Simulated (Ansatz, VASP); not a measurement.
**One calculation of LiTi8C8, two programs**

```
Ti C Li
1.0
     0.00000    4.35000    4.35000
     4.35000    0.00000    4.35000
     4.35000    4.35000    0.00000
Ti C Li
8 8 1
Direct
  0.22343 0.25811 0.25931
  0.25188 0.24416 0.75206
  0.25189 0.75091 0.24529
  0.25189 0.75091 0.75206
  0.75912 0.25811 0.25931
  0.75912 0.25810 0.72363
  0.75917 0.72226 0.25936
  0.74511 0.75091 0.75206
  0.00258 0.99844 0.99957
  0.00061 0.99797 0.50079
  0.00062 0.49965 0.99909
  0.00061 0.49964 0.50079
  0.49939 0.99844 0.99957
  0.49939 0.99844 0.50276
  0.49941 0.50156 0.99959
  0.49892 0.49964 0.50079
  0.62524 0.12406 0.12543
```

Alike in both runs: functional LDA; k mesh 3 × 3 × 3; occupations fermi-dirac, width 0.05 eV; no spin polarisation.

Ansatz relaxed the structure, and its values are those at the end. VASP's run is a single point on that final structure, the one shown.

```csv
,VASP,Ansatz
version,VASP 6.6.1,Ansatz 0.2.0
potentials or method,"VASP PAW LDA potentials, release 64 (Ti_sv, C, Li_sv), cutoff 520 eV","scalar-relativistic, plane waves, PAW"
valence electrons in the cell,131,131
```

```tsv
	VASP	Ansatz	Ansatz less VASP
rms of the force components (eV/Å)	0.032	0.033	+0.0014
```

LDA's correlation is that of Perdew and Zunger in VASP and of Perdew and Wang (1992) in Ansatz.

The k mesh is coarse, so the values compare programs but aren't converged. Noted on VASP's run: the cutoff is under 1.25 times that of the potentials, so the pressure is a little rough.
